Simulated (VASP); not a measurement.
# InSb3 (P4/mmm) in VASP: a series of runs, part 2 of 2

VASP 6.6.1. The steps go on from the part before.

### 4 Single point, PBE (volume 25.657 Å^3 an atom, c/a of the conventional cell 0.8857)

INCAR reads:

```
SYSTEM = InSb3
PREC = Accurate
ENCUT = 520
EDIFF = 1E-6
ISMEAR = 0
SIGMA = 0.15
LREAL = .False.
LASPH = .True.
NELM = 60
ALGO = Normal
ISIF = 2
LWAVE = .False.
LCHARG = .False.
GGA = PE
NBANDS = 22
```

KPOINTS reads:

```
regular mesh
0
Gamma
  10 10 10
  0 0 0
```

POSCAR reads:

```
InSb3
1.0
    4.8752071477      0.0000000000      0.0000000000
    0.0000000000      4.8752071477      0.0000000000
    0.0000000000      0.0000000000      4.3179709707
In Sb
1 3
Direct
    0.0000000000      0.0000000000      0.0000000000
    0.5000000000      0.0000000000      0.5000000000
    0.0000000000      0.5000000000      0.5000000000
    0.5000000000      0.5000000000      0.0000000000
```

Potentials or basis: VASP PAW PBE potentials, release 64 (In_d, Sb).

The run is started by

```bash
$ cat potpaw_PBE.64/In_d/POTCAR potpaw_PBE.64/Sb/POTCAR > POTCAR
$ mpirun -np 1 vasp_std > vasp.out
```

OUTCAR:

```text
SYSTEM = InSb3
   PREC = Accurate
   ENCUT = 520
   EDIFF = 1E-6
   ISMEAR = 0
   LREAL = .False.
   LASPH = .True.
   NELM = 60
   ISIF = 2
   GGA = PE

 ion  position               nearest neighbor table
   1  0.000  0.000  0.000-   2 3.26   3 3.26   2 3.26   3 3.26   3 3.26   3 3.26   2 3.26   2 3.26
                             4 3.45   4 3.45   4 3.45   4 3.45
   2  0.500  0.000  0.500-   1 3.26   4 3.26   1 3.26   4 3.26   4 3.26   4 3.26   1 3.26   1 3.26
                             3 3.45   3 3.45   3 3.45   3 3.45
   3  0.000  0.500  0.500-   1 3.26   4 3.26   1 3.26   4 3.26   1 3.26   1 3.26   4 3.26   4 3.26
                             2 3.45   2 3.45   2 3.45   2 3.45
   4  0.500  0.500  0.000-   2 3.26   3 3.26   2 3.26   3 3.26   2 3.26   2 3.26   3 3.26   3 3.26
                             1 3.45   1 3.45   1 3.45   1 3.45

  LATTYP: Found a simple tetragonal cell.
 ALAT       =     4.8752071477
 C/A-ratio  =     0.8857000000

  Lattice vectors:

 A1 = (   4.8752071477,   0.0000000000,   0.0000000000)
 A2 = (   0.0000000000,   4.8752071477,   0.0000000000)
 A3 = (   0.0000000000,   0.0000000000,   4.3179709707)

Analysis of symmetry for initial positions (statically):
=====================================================================
 Subroutine PRICEL returns:
 Original cell was already a primitive cell.

 Routine SETGRP: Setting up the symmetry group for a
 simple tetragonal supercell.

 Subroutine GETGRP returns: Found 16 space group operations
 (whereof 16 operations were pure point group operations)
 out of a pool of 16 trial point group operations.

The static configuration has the point symmetry D_4h.

Analysis of symmetry for dynamics (positions and initial velocities):
=====================================================================
 Subroutine PRICEL returns:
 Original cell was already a primitive cell.

 Routine SETGRP: Setting up the symmetry group for a
 simple tetragonal supercell.

 Subroutine GETGRP returns: Found 16 space group operations
 (whereof 16 operations were pure point group operations)
 out of a pool of 16 trial point group operations.

The dynamic configuration has the point symmetry D_4h.

 Subroutine INISYM returns: Found 16 space group operations
 (whereof 16 operations are pure point group operations),
 and found     1 'primitive' translations

----------------------------------------------------------------------------------------

                                     Primitive cell

  volume of cell :     102.6280

  direct lattice vectors                    reciprocal lattice vectors
     4.875207148  0.000000000  0.000000000     0.205119489  0.000000000  0.000000000
     0.000000000  4.875207148  0.000000000     0.000000000  0.205119489  0.000000000
     0.000000000  0.000000000  4.317970971     0.000000000  0.000000000  0.231590255

  length of vectors
     4.875207148  4.875207148  4.317970971     0.205119489  0.205119489  0.231590255

  position of ions in fractional coordinates (direct lattice)
     0.000000000  0.000000000  0.000000000
     0.500000000  0.000000000  0.500000000
     0.000000000  0.500000000  0.500000000
     0.500000000  0.500000000  0.000000000

  ion indices of the primitive-cell ions
   primitive index   ion index
                 1           1
                 2           2
                 3           3
                 4           4

----------------------------------------------------------------------------------------

 KPOINTS: regular mesh

Automatic generation of k-mesh.
 Grid dimensions read from file:
 generate k-points for:   10   10   10

 Generating k-lattice:

  Cartesian coordinates                     Fractional coordinates (reciprocal lattice)
     0.020511949  0.000000000  0.000000000     0.100000000  0.000000000  0.000000000
     0.000000000  0.020511949  0.000000000     0.000000000  0.100000000  0.000000000
     0.000000000  0.000000000  0.023159026     0.000000000  0.000000000  0.100000000

  Length of vectors
     0.020511949  0.020511949  0.023159026

  Shift w.r.t. Gamma in fractional coordinates (k-lattice)
     0.000000000  0.000000000  0.000000000

 Subroutine IBZKPT returns following result:
 ===========================================

 Found    126 irreducible k-points:

 Following reciprocal coordinates:
            Coordinates               Weight
  0.000000  0.000000  0.000000      1.000000
  0.100000  0.000000  0.000000      4.000000
  0.200000  0.000000  0.000000      4.000000
  0.300000  0.000000  0.000000      4.000000
  0.400000  0.000000  0.000000      4.000000
  0.500000  0.000000  0.000000      2.000000
[... 16 lines left out ...]
  0.100000  0.000000  0.100000      8.000000
  0.200000  0.000000  0.100000      8.000000
 [... further k-points ...]
   k-points           NKPTS =    126   k-points in BZ     NKDIM =    126   number of bands    NBANDS=     22
   number of dos      NEDOS =    301   number of ions     NIONS =      4
   total plane-waves  NPLWV =  41472
   dimension x,y,z NGX =    36 NGY =   36 NGZ =   32
   dimension x,y,z NGXF=    72 NGYF=   72 NGZF=   64
   ions per type =               1   3
   NGX,Y,Z   is equivalent  to a cutoff of  12.28, 12.28, 12.32 a.u.
   NGXF,Y,Z  is equivalent  to a cutoff of  24.55, 24.55, 24.64 a.u.
 SYSTEM =  InSb3
   PREC   = accura    normal or accurate (medium, high low for compatibility)
   ISTART =      0    job   : 0-new  1-cont  2-samecut
   ICHARG =      2    charge: 1-file 2-atom 10-const
   ISPIN  =      1    spin polarized calculation?
   LNONCOLLINEAR =      F non collinear calculations
   LSORBIT =      F    spin-orbit coupling
   LASPH  =      T    aspherical Exc in radial PAW
   ENCUT  =  520.0 eV  38.22 Ry    6.18 a.u.   9.06  9.06  8.03*2*pi/ulx,y,z
   NELM   =     60;   NELMIN=  2; NELMDL= -5     # of ELM steps
   EDIFF  = 0.1E-05   stopping-criterion for ELM
   LREAL  =      F    real-space projection
   EDIFFG = 0.1E-04   stopping-criterion for IOM
   NSW    =      0    number of steps for IOM
   IBRION =     -1    ionic relax: 0-MD 1-quasi-New 2-CG
   NFREE  =      0    steps in history (QN), initial steepest desc. (CG)
   ISIF   =      2    stress and relaxation
   ISYM   =      2    0-nonsym 1-usesym 2-fastsym
   POTIM  = 0.5000    time-step for ionic-motion
   TEBEG  =    0.0;   TEEND  =   0.0 temperature during run
   PSTRESS=    0.0 pullay stress
   NELECT =      28.0000    total number of electrons
   NUPDOWN=      -1.0000    fix difference up-down
   EMIN   =  10.00;   EMAX   =-10.00  energy-range for DOS
   EFERMI =   0.00;   METHOD = LEGACY
   ISMEAR =     0;   SIGMA  =   0.15  broadening in eV -4-tet -1-fermi 0-gaus
   EFERMI_NEDOS =   21; number of points for ismear=-14 and -15
   IALGO  =     38    algorithm
   IMIX   =      4    mixing-type and parameters
     AMIX     =   0.40;   BMIX     =  1.00
     AMIX_MAG =   1.60;   BMIX_MAG =  1.00
  volume/ion in A,a.u.               =      25.66       173.14
  Fermi-wavevector in a.u.,A,eV,Ry     =   1.061791  2.006493 15.339199  1.127399
  Thomas-Fermi vector in A             =   2.197219
   LORBIT       =      0    0 simple, 1 ext, 2 COOP (PROOUT), +10 PAW based schemes
   GGA     = PE    functional components
   LHFCALC =     F    Hartree Fock is set to
   AEXX    =    0.0000 exact exchange contribution
   IVDW    =     0    specifies the selected vdW correction
   LEPSILON=     F    determine dielectric tensor
   LRPA    =     F    only Hartree local field effects (RPA)
 non-spin polarized calculation
 Gauss-broadening in eV      SIGMA  =   0.15
  energy-cutoff  :      520.00
  volume of cell :      102.63
 maximum number of plane-waves:      2800
   NGX = 19   NGY = 19   NGZ = 17

 number of electron      27.9999987 magnetization

 Free energy of the ion-electron system (eV)
  ---------------------------------------------------
  ext. energy  EPLUGINS =         0.00000000
  ---------------------------------------------------
  free energy    TOTEN  =       -14.14626385 eV

  energy without entropy =      -14.12110843  energy(sigma->0) =      -14.13368614

 E-fermi :   8.8140     XC(G=0): -10.4145

 val. band max:        8.8131675350   @ k =   0.0000   0.0000   0.0000
 cond. band min:       8.8182428801   @ k =   0.5000   0.3000   0.2000
 fundamental gap:      0.0050753451
 Fermi energy:         8.8139967923

 k-point     1 :       0.0000    0.0000    0.0000
  band No.  band energies     occupation
      1      -5.7966      2.00000
      2      -5.7710      2.00000
      3      -5.7561      2.00000
      4      -5.7545      2.00000
      5      -5.7545      2.00000
      6      -3.9228      2.00000
[... 574 lines left out ...]
      6      -3.6034      2.00000
[... 14 lines left out ...]
     21      14.5281      0.00000
     22      14.8889      0.00000

 [... further k-points ...]
[... 5 lines left out ...]
  --------------------------------------------------------------------------------------
  -------------------------------------------------------------------------------------
  Total        3.3860176      3.3860176      2.7623838      0.0000000     -0.0000000      0.0000000
  in kB       52.8608240     52.8608240     43.1249633      0.0000000     -0.0000000      0.0000000
  external PRESSURE =      49.6155371 kB  Pullay stress =       0.0000000 kB

 VOLUME and BASIS-vectors are now :
 -----------------------------------------------------------------------------
  energy-cutoff  :      520.00
  volume of cell :      102.63
      direct lattice vectors                 reciprocal lattice vectors
     4.875207148  0.000000000  0.000000000     0.205119489  0.000000000  0.000000000
     0.000000000  4.875207148  0.000000000     0.000000000  0.205119489  0.000000000
     0.000000000  0.000000000  4.317970971     0.000000000  0.000000000  0.231590255

 POSITION                                       TOTAL-FORCE (eV/Angst)
 -----------------------------------------------------------------------------------
      0.00000      0.00000      0.00000         0.000000      0.000000      0.000000
      2.43760      0.00000      2.15899         0.000000      0.000000      0.000000
      0.00000      2.43760      2.15899         0.000000      0.000000      0.000000
      2.43760      2.43760      0.00000         0.000000      0.000000      0.000000
 -----------------------------------------------------------------------------------
    total drift:                               -0.000000     -0.000000      0.000000

  FREE ENERGIE OF THE ION-ELECTRON SYSTEM (eV)
  ---------------------------------------------------
  free  energy   TOTEN  =       -14.1462638466 eV

  energy  without entropy=      -14.1211084253  energy(sigma->0) =      -14.13368614
```

OSZICAR:

```text
N       E                     dE             d eps       ncg     rms          rms(c)
DAV:   1     0.194284775486E+03    0.19428E+03   -0.11060E+04  5544   0.120E+03
DAV:   2     0.239868609468E+01   -0.19189E+03   -0.18476E+03  6176   0.302E+02
DAV:   3    -0.136195501430E+02   -0.16018E+02   -0.15469E+02  6816   0.874E+01
DAV:   4    -0.141602230746E+02   -0.54067E+00   -0.53798E+00  6470   0.166E+01
DAV:   5    -0.141852057030E+02   -0.24983E-01   -0.24978E-01  8218   0.377E+00    0.402E+00
DAV:   6    -0.141559157063E+02    0.29290E-01   -0.47864E-02  6916   0.299E+00    0.227E+00
DAV:   7    -0.141466036875E+02    0.93120E-02   -0.24301E-02  7480   0.166E+00    0.191E-01
DAV:   8    -0.141462504593E+02    0.35323E-03   -0.22950E-03  6716   0.603E-01    0.671E-02
DAV:   9    -0.141462635747E+02   -0.13115E-04   -0.13998E-04  6724   0.891E-02    0.216E-02
DAV:  10    -0.141462638466E+02   -0.27184E-06   -0.75413E-06  7598   0.190E-02
   1 F= -.14146264E+02 E0= -.14133686E+02  d E =-.251554E-01
```

It took 2 min on 1 thread of Intel Xeon 6975P-C, shared host; peak memory 0.39 GiB.

Results:

| Property | Result |
| --- | --- |
| Free energy | -14.1463 eV |
| Pressure | 5.0 GPa |
| Band gap on the k mesh | zero (band 14 reaches 11.78 eV, above the bottom of band 15 at 7.44 eV) |

Caveat: spin-orbit coupling is left out, which moves the levels of the heavy elements.

### 5 Single point, PBE (volume 25.657 Å^3 an atom, c/a of the conventional cell 1.1290)

INCAR reads:

```
  ALGO = Normal
  EDIFF = 1E-7
  ENCUT = 520
  GGA = PE
  ISIF = 2
  ISMEAR = 0
  LASPH = T
  LCHARG = F
  LREAL = F
  LWAVE = F
  NBANDS = 22
  NELM = 60
  PREC = Accurate
  SIGMA = 0.15
```

KPOINTS reads:

```
k-points
0
Gamma
  10 10 10
```

POSCAR reads:

```
InSb3
1.0
    4.4963209915      0.0000000000      0.0000000000
    0.0000000000      4.4963209915      0.0000000000
    0.0000000000      0.0000000000      5.0763463994
In Sb
1 3
Direct
    0.0000000000      0.0000000000      0.0000000000
    0.5000000000      0.0000000000      0.5000000000
    0.0000000000      0.5000000000      0.5000000000
    0.5000000000      0.5000000000      0.0000000000
```

The run is started by

```bash
$ cat potpaw_PBE.64/In_d/POTCAR potpaw_PBE.64/Sb/POTCAR > POTCAR
$ mpirun -np 1 vasp_std > vasp.out
```

Run time: 3.3 min. Hardware: 1 thread of Intel Xeon 6975P-C, shared host; peak memory 0.41 GiB.

The run converged. Its results:

| Quantity | Value |
| --- | --- |
| Free energy | -14.1236 eV |
| Pressure | 5.1 GPa |
| Band gap on the k mesh | zero (band 14 reaches 11.53 eV, above the bottom of band 15 at 7.32 eV) |

Stress tensor (GPa, compression positive):
```
5.17 0.00 0.00
0.00 5.17 0.00
0.00 0.00 5.03
```

Levels at points of the mesh, in eV from the Fermi level:
| k point | band 11 | band 12 | band 13 | band 14 | band 15 | band 16 | band 17 | band 18 |
| --- | --- | --- | --- | --- | --- | --- | --- | --- |
| (0.00, 0.00, 0.00) | -4.29 | -3.33 | 0.12 | 0.12 | 0.59 | 1.84 | 2.47 | 2.47 |
| (0.50, 0.00, 0.00) | -2.74 | -2.53 | -1.81 | -1.15 | -0.95 | 1.81 | 2.48 | 2.92 |
| (0.50, 0.50, 0.00) | -2.46 | -2.46 | -1.75 | -1.47 | -1.47 | -1.40 | 0.53 | 4.86 |
| (0.00, 0.00, 0.50) | -3.17 | -2.16 | -2.16 | -0.66 | -0.64 | 1.16 | 1.84 | 3.15 |
| (0.50, 0.00, 0.50) | -1.25 | -1.19 | -1.14 | -1.04 | -0.83 | 0.32 | 1.33 | 2.75 |
| (0.50, 0.50, 0.50) | -5.28 | -5.28 | -4.88 | 2.74 | 3.11 | 3.11 | 5.02 | 5.09 |

Caveat: spin-orbit coupling is left out, which moves the levels of the heavy elements.

### 6 The runs side by side

| cell | gap on the mesh (eV) | pressure (GPa) |
| --- | --- | --- |
| a = 4.490, b = 4.490, c = 5.386 Å, 4 atoms | none | 1.6 |
| a = 4.588, b = 4.588, c = 4.875 Å, 4 atoms | none | 5.1 |
| a = 4.875, b = 4.875, c = 4.318 Å, 4 atoms | none | 5.0 |
| a = 4.496, b = 4.496, c = 5.076 Å, 4 atoms | none | 5.1 |

Alike in all rows: task single point; level PBE; potentials or basis VASP PAW PBE potentials, release 64 (In_d, Sb); no spin polarisation; k mesh 10 × 10 × 10; cutoff (eV) 520; smearing gaussian 0.15 eV.

Caveats: spin-orbit coupling is left out, which moves the levels of the heavy elements.

Total energies depend on the potentials used, so only differences within one code and one set of settings carry meaning.
